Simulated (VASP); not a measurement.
# Sc2GeSe (P4/mmm) in VASP: a series of runs

Runs on Sc2GeSe. Level: PBE. Tasks: single point.

Everything below comes from runs of VASP 6.6.1. Logs are shortened: lines on timing, memory, paths and dates and some standing lists are left out, and cuts for length are marked.

## Step 1: The cell of the first run

It takes space group P4/mmm (No. 123, tetragonal). Conventional cell: a = 3.894 Å, b = 3.894 Å, c = 5.482 Å, α = 90.00°, β = 90.00°, γ = 90.00°. Within 3.6 Å of Sc (site symmetry 4/mmm) lie 2 Ge at 2.74 Å and 4 Se at 2.75 Å. Within 3.6 Å of Sc (site symmetry 4/mmm) lie 2 Se at 2.74 Å and 4 Ge at 2.75 Å. Ge (site symmetry 4/mmm) has 6 Sc at 2.74 to 2.75 Å within 3.6 Å. Within 3.6 Å of Se (site symmetry 4/mmm) lie 6 Sc at 2.74 to 2.75 Å.

## Step 2: Single point, PBE

INCAR reads:

```
  PREC = Accurate
  ENCUT = 520
  EDIFF = 1E-7
  ISMEAR = 0
  SIGMA = 0.1
  LREAL = False
  LASPH = True
  NELM = 60
  ALGO = Fast
  ISIF = 2
  LWAVE = False
  LCHARG = True
  GGA = PE
  LELF = True
  LVHAR = True
  NBANDS = 29
```

KPOINTS reads:

```
regular mesh
0
Gamma
  12 12 8
```

POSCAR reads:

```
Sc2GeSe
1.0
    3.8941173005      0.0000000000      0.0000000000
    0.0000000000      3.8941173005      0.0000000000
    0.0000000000      0.0000000000      5.4818296557
Sc Ge Se
2 1 1
Direct
    0.5000000000      0.5000000000      0.0000000000
    0.0000000000      0.0000000000      0.5000000000
    0.5000000000      0.5000000000      0.5000000000
    0.0000000000      0.0000000000      0.0000000000
```

Potentials or basis: VASP PAW PBE potentials, release 64 (Sc_sv, Ge_d, Se).

Started as:

```bash
$ cat potpaw_PBE.64/Sc_sv/POTCAR potpaw_PBE.64/Ge_d/POTCAR potpaw_PBE.64/Se/POTCAR > POTCAR
$ mpirun -np 1 vasp_std > vasp.out
```

OUTCAR:

```text
PREC = Accurate
   ENCUT = 520
   EDIFF = 1E-7
   ISMEAR = 0
   LREAL = False
   LASPH = True
   NELM = 60
   ISIF = 2
   GGA = PE

 ion  position               nearest neighbor table
   1  0.500  0.500  0.000-   3 2.74   3 2.74   4 2.75   4 2.75   4 2.75   4 2.75
   2  0.000  0.000  0.500-   4 2.74   4 2.74   3 2.75   3 2.75   3 2.75   3 2.75
   3  0.500  0.500  0.500-   1 2.74   1 2.74   2 2.75   2 2.75   2 2.75   2 2.75
   4  0.000  0.000  0.000-   2 2.74   2 2.74   1 2.75   1 2.75   1 2.75   1 2.75

  LATTYP: Found a simple tetragonal cell.
 ALAT       =     3.8941173005
 C/A-ratio  =     1.4077207317

  Lattice vectors:

 A1 = (   3.8941173005,   0.0000000000,   0.0000000000)
 A2 = (   0.0000000000,   3.8941173005,   0.0000000000)
 A3 = (   0.0000000000,   0.0000000000,   5.4818296557)

Analysis of symmetry for initial positions (statically):
=====================================================================
 Subroutine PRICEL returns:
 Original cell was already a primitive cell.

 Routine SETGRP: Setting up the symmetry group for a
 simple tetragonal supercell.

 Subroutine GETGRP returns: Found 16 space group operations
 (whereof 16 operations were pure point group operations)
 out of a pool of 16 trial point group operations.

The static configuration has the point symmetry D_4h.

Analysis of symmetry for dynamics (positions and initial velocities):
=====================================================================
 Subroutine PRICEL returns:
 Original cell was already a primitive cell.

 Routine SETGRP: Setting up the symmetry group for a
 simple tetragonal supercell.

 Subroutine GETGRP returns: Found 16 space group operations
 (whereof 16 operations were pure point group operations)
 out of a pool of 16 trial point group operations.

The dynamic configuration has the point symmetry D_4h.

 Subroutine INISYM returns: Found 16 space group operations
 (whereof 16 operations are pure point group operations),
 and found     1 'primitive' translations

----------------------------------------------------------------------------------------

                                     Primitive cell

  volume of cell :      83.1273

  direct lattice vectors                    reciprocal lattice vectors
     3.894117301  0.000000000  0.000000000     0.256797606  0.000000000  0.000000000
     0.000000000  3.894117301  0.000000000     0.000000000  0.256797606  0.000000000
     0.000000000  0.000000000  5.481829656     0.000000000  0.000000000  0.182420845

  length of vectors
     3.894117301  3.894117301  5.481829656     0.256797606  0.256797606  0.182420845

  position of ions in fractional coordinates (direct lattice)
     0.500000000  0.500000000  0.000000000
     0.000000000  0.000000000  0.500000000
     0.500000000  0.500000000  0.500000000
     0.000000000  0.000000000  0.000000000

  ion indices of the primitive-cell ions
   primitive index   ion index
                 1           1
                 2           2
                 3           3
                 4           4

----------------------------------------------------------------------------------------

 KPOINTS: regular mesh

Automatic generation of k-mesh.
 Grid dimensions read from file:
 generate k-points for:   12   12    8

 Generating k-lattice:

  Cartesian coordinates                     Fractional coordinates (reciprocal lattice)
     0.021399800  0.000000000  0.000000000     0.083333333  0.000000000  0.000000000
     0.000000000  0.021399800  0.000000000     0.000000000  0.083333333  0.000000000
     0.000000000  0.000000000  0.022802606     0.000000000  0.000000000  0.125000000

  Length of vectors
     0.021399800  0.021399800  0.022802606

  Shift w.r.t. Gamma in fractional coordinates (k-lattice)
     0.000000000  0.000000000  0.000000000

 Subroutine IBZKPT returns following result:
 ===========================================

 Found    140 irreducible k-points:

 Following reciprocal coordinates:
            Coordinates               Weight
  0.000000  0.000000  0.000000      1.000000
  0.083333  0.000000  0.000000      4.000000
  0.166667  0.000000  0.000000      4.000000
  0.250000  0.000000  0.000000      4.000000
  0.333333  0.000000  0.000000      4.000000
  0.416667  0.000000  0.000000      4.000000
[... 16 lines left out ...]
  0.333333  0.333333  0.000000      4.000000
  0.416667  0.333333  0.000000      8.000000
 [... further k-points ...]
   k-points           NKPTS =    140   k-points in BZ     NKDIM =    140   number of bands    NBANDS=     29
   number of dos      NEDOS =    301   number of ions     NIONS =      4
   total plane-waves  NPLWV =  37800
   dimension x,y,z NGX =    30 NGY =   30 NGZ =   42
   dimension x,y,z NGXF=    60 NGYF=   60 NGZF=   84
   ions per type =               2   1   1
   NGX,Y,Z   is equivalent  to a cutoff of  12.81, 12.81, 12.74 a.u.
   NGXF,Y,Z  is equivalent  to a cutoff of  25.61, 25.61, 25.47 a.u.
 SYSTEM =  unknown system
   PREC   = accura    normal or accurate (medium, high low for compatibility)
   ISTART =      0    job   : 0-new  1-cont  2-samecut
   ICHARG =      2    charge: 1-file 2-atom 10-const
   ISPIN  =      1    spin polarized calculation?
   LNONCOLLINEAR =      F non collinear calculations
   LSORBIT =      F    spin-orbit coupling
   LASPH  =      T    aspherical Exc in radial PAW
   ENCUT  =  520.0 eV  38.22 Ry    6.18 a.u.   7.24  7.24 10.19*2*pi/ulx,y,z
   NELM   =     60;   NELMIN=  2; NELMDL= -5     # of ELM steps
   EDIFF  = 0.1E-06   stopping-criterion for ELM
   LREAL  =      F    real-space projection
   EDIFFG = 0.1E-05   stopping-criterion for IOM
   NSW    =      0    number of steps for IOM
   IBRION =     -1    ionic relax: 0-MD 1-quasi-New 2-CG
   NFREE  =      0    steps in history (QN), initial steepest desc. (CG)
   ISIF   =      2    stress and relaxation
   ISYM   =      2    0-nonsym 1-usesym 2-fastsym
   POTIM  = 0.5000    time-step for ionic-motion
   TEBEG  =    0.0;   TEEND  =   0.0 temperature during run
   PSTRESS=    0.0 pullay stress
   NELECT =      42.0000    total number of electrons
   NUPDOWN=      -1.0000    fix difference up-down
   EMIN   =  10.00;   EMAX   =-10.00  energy-range for DOS
   EFERMI =   0.00;   METHOD = LEGACY
   ISMEAR =     0;   SIGMA  =   0.10  broadening in eV -4-tet -1-fermi 0-gaus
   EFERMI_NEDOS =   21; number of points for ismear=-14 and -15
   IALGO  =     68    algorithm
   IMIX   =      4    mixing-type and parameters
     AMIX     =   0.40;   BMIX     =  1.00
     AMIX_MAG =   1.60;   BMIX_MAG =  1.00
  volume/ion in A,a.u.               =      20.78       140.24
  Fermi-wavevector in a.u.,A,eV,Ry     =   1.303897  2.464009 23.131921  1.700148
  Thomas-Fermi vector in A             =   2.434869
   LORBIT       =      0    0 simple, 1 ext, 2 COOP (PROOUT), +10 PAW based schemes
   GGA     = PE    functional components
   LHFCALC =     F    Hartree Fock is set to
   AEXX    =    0.0000 exact exchange contribution
   IVDW    =     0    specifies the selected vdW correction
   LEPSILON=     F    determine dielectric tensor
   LRPA    =     F    only Hartree local field effects (RPA)
 non-spin polarized calculation
 RMM-DIIS sequential band-by-band and
 Gauss-broadening in eV      SIGMA  =   0.10
  energy-cutoff  :      520.00
  volume of cell :       83.13
 maximum number of plane-waves:      2263
 NGX is ok and might be reduce to    30
   NGX = 15   NGY = 15   NGZ = 21

 number of electron      42.0000013 magnetization

 Free energy of the ion-electron system (eV)
  ---------------------------------------------------
  ext. energy  EPLUGINS =         0.00000000
  ---------------------------------------------------
  free energy    TOTEN  =       -25.46707191 eV

  energy without entropy =      -25.46189319  energy(sigma->0) =      -25.46448255

 E-fermi :   5.2293     XC(G=0): -10.4630

 val. band max:        5.1942003250   @ k =   0.5000   0.5000   0.1250
 cond. band min:       5.2326218627   @ k =   0.1667   0.0000   0.2500
 fundamental gap:      0.0384215377
 Fermi energy:         5.2292838450

 k-point     1 :       0.0000    0.0000    0.0000
  band No.  band energies     occupation
      1     -44.9045      2.00000
      2     -44.2096      2.00000
      3     -23.6115      2.00000
      4     -23.6115      2.00000
      5     -23.3832      2.00000
      6     -23.0056      2.00000
[... 21 lines left out ...]
     28       7.3744      0.00000
     29       8.3366      0.00000

 k-point     2 :       0.0833    0.0000    0.0000
  band No.  band energies     occupation
      1     -44.9044      2.00000
      2     -44.2094      2.00000
      3     -23.6148      2.00000
      4     -23.6109      2.00000
      5     -23.3827      2.00000
      6     -23.0056      2.00000
[... 21 lines left out ...]
     28       7.9765      0.00000
     29       8.3641      0.00000

 k-point     3 :       0.1667    0.0000    0.0000
  band No.  band energies     occupation
      1     -44.9039      2.00000
      2     -44.2090      2.00000
      3     -23.6239      2.00000
      4     -23.6095      2.00000
      5     -23.3814      2.00000
      6     -23.0058      2.00000
[... 21 lines left out ...]
     28       8.5630      0.00000
     29       8.8903      0.00000

 k-point     4 :       0.2500    0.0000    0.0000
  band No.  band energies     occupation
      1     -44.9034      2.00000
      2     -44.2085      2.00000
      3     -23.6363      2.00000
      4     -23.6076      2.00000
      5     -23.3796      2.00000
      6     -23.0059      2.00000
[... 21 lines left out ...]
     28       7.9375      0.00000
     29       8.2792      0.00000

 k-point     5 :       0.3333    0.0000    0.0000
  band No.  band energies     occupation
      1     -44.9028      2.00000
      2     -44.2079      2.00000
      3     -23.6486      2.00000
      4     -23.6057      2.00000
      5     -23.3778      2.00000
      6     -23.0061      2.00000
[... 21 lines left out ...]
     28       8.1846      0.00000
     29       8.5013      0.00000
[... 510 lines left out ...]
     28       8.1233      0.00000
     29       8.3039      0.00000

 k-point    22 :       0.5000    0.2500    0.0000
  band No.  band energies     occupation
      1     -44.9011      2.00000
      2     -44.2064      2.00000
      3     -23.6547      2.00000
      4     -23.6261      2.00000
      5     -23.3742      2.00000
      6     -23.0043      2.00000
[... 21 lines left out ...]
     28       8.2405      0.00000
     29       8.2861      0.00000

 k-point    23 :       0.3333    0.3333    0.0000
  band No.  band energies     occupation
      1     -44.9011      2.00000
      2     -44.2064      2.00000
      3     -23.6411      2.00000
      4     -23.6391      2.00000
      5     -23.3745      2.00000
      6     -23.0040      2.00000
[... 21 lines left out ...]
     28       8.1877      0.00000
     29       8.3576      0.00000

 k-point    24 :       0.4167    0.3333    0.0000
  band No.  band energies     occupation
      1     -44.9007      2.00000
      2     -44.2061      2.00000
      3     -23.6485      2.00000
      4     -23.6380      2.00000
      5     -23.3737      2.00000
      6     -23.0035      2.00000
[... 21 lines left out ...]
     28       8.1542      0.00000
     29       8.3335      0.00000

 [... further k-points ...]

------------------------ aborting loop because EDIFF is reached ----------------------------------------

  FORCE on cell =-STRESS in cart. coord.  units (eV):
  Direction    XX          YY          ZZ          XY          YZ          ZX
  --------------------------------------------------------------------------------------
  -------------------------------------------------------------------------------------
  Total        0.0856755      0.0856755      0.0852818      0.0000000      0.0000000     -0.0000000
  in kB        1.6512902      1.6512902      1.6437026      0.0000000      0.0000000     -0.0000000
  external PRESSURE =       1.6487610 kB  Pullay stress =       0.0000000 kB

 VOLUME and BASIS-vectors are now :
 -----------------------------------------------------------------------------
  energy-cutoff  :      520.00
  volume of cell :       83.13
      direct lattice vectors                 reciprocal lattice vectors
     3.894117301  0.000000000  0.000000000     0.256797606  0.000000000  0.000000000
     0.000000000  3.894117301  0.000000000     0.000000000  0.256797606  0.000000000
     0.000000000  0.000000000  5.481829656     0.000000000  0.000000000  0.182420845

 POSITION                                       TOTAL-FORCE (eV/Angst)
 -----------------------------------------------------------------------------------
      1.94706      1.94706      0.00000         0.000000      0.000000      0.000000
      0.00000      0.00000      2.74091         0.000000      0.000000      0.000000
      1.94706      1.94706      2.74091         0.000000      0.000000      0.000000
      0.00000      0.00000      0.00000         0.000000      0.000000      0.000000
 -----------------------------------------------------------------------------------
    total drift:                                0.000000      0.000000      0.000000

  FREE ENERGIE OF THE ION-ELECTRON SYSTEM (eV)
  ---------------------------------------------------
  free  energy   TOTEN  =       -25.4670719112 eV

  energy  without entropy=      -25.4618931853  energy(sigma->0) =      -25.46448255
```

Wall time 6.8 min (1 thread of Oxide Virtual Turin-like, shared host); peak memory 0.41 GiB.

What came out:

```yaml
Free_energy: -25.4671 eV
Pressure: 0.2 GPa
Band_gap_on_the_k_mesh: zero (bands 21 and 22 overlap by 1.47 eV)
```

(Part 1 of 2 ends here.)

The gap in the log of VASP goes by the Fermi energy; the results here count the filled bands.